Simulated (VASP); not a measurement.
A run of VASP 6.6.1 is set up as follows.

INCAR

```
SYSTEM = KNbO3
PREC = Accurate
ENCUT = 600
EDIFF = 1E-6
ISMEAR = 0
SIGMA = 0.01
LREAL = .False.
LASPH = .True.
NELM = 200
ALGO = Normal
ISIF = 2
LWAVE = .False.
LCHARG = .True.
LMAXMIX = 4
LDAU = .True.
LDAUTYPE = 2
LDAUL = -1 2 -1
LDAUU = 0 5 0
LDAUJ = 0 0 0
LDAUPRINT = 1
GGA = PS
LELF = .True.
LVHAR = .True.
NBANDS = 28
GGA_COMPAT = .False.
```

Contents of KPOINTS:

```
Automatic mesh
0
Gamma
  6 6 6
  0 0 0
```

The input POSCAR:

```
KNbO3
1.0
    4.0291830000      0.0000000000      0.0000000000
    0.0000000000      4.0291830000      0.0000000000
    0.0000000000      0.0000000000      4.0291830000
K Nb O
1 1 3
Direct
    0.0000000000      0.0000000000      0.0000000000
    0.5000000000      0.5000000000      0.5000000000
    0.0000000000      0.5000000000      0.5000000000
    0.5000000000      0.0000000000      0.5000000000
    0.5000000000      0.5000000000      0.0000000000
```

Potentials or basis: VASP PAW PBE potentials, release 64 (K_sv, Nb_sv, O).

The run is started by

```bash
$ cat potpaw_PBE.64/K_sv/POTCAR potpaw_PBE.64/Nb_sv/POTCAR potpaw_PBE.64/O/POTCAR > POTCAR
$ mpirun -np 1 vasp_std > vasp.out
```

Question: Predict the band gap on the k mesh.

Answer: 2.02 eV, indirect (least direct gap 2.76 eV).

Question: Estimate the pressure.

Answer: -2.5 GPa.

Eigenvalues of the final occupation matrices:
```
    site  spin  trace               eigenvalues
site 2 d     1   0.81  0.12 0.12 0.12 0.22 0.22
site 2 d     2   0.81  0.12 0.12 0.12 0.22 0.22
```

Caveat: the PAW data sets were made with another functional, which shifts forces and pressure a little. A k mesh can miss the band edges.
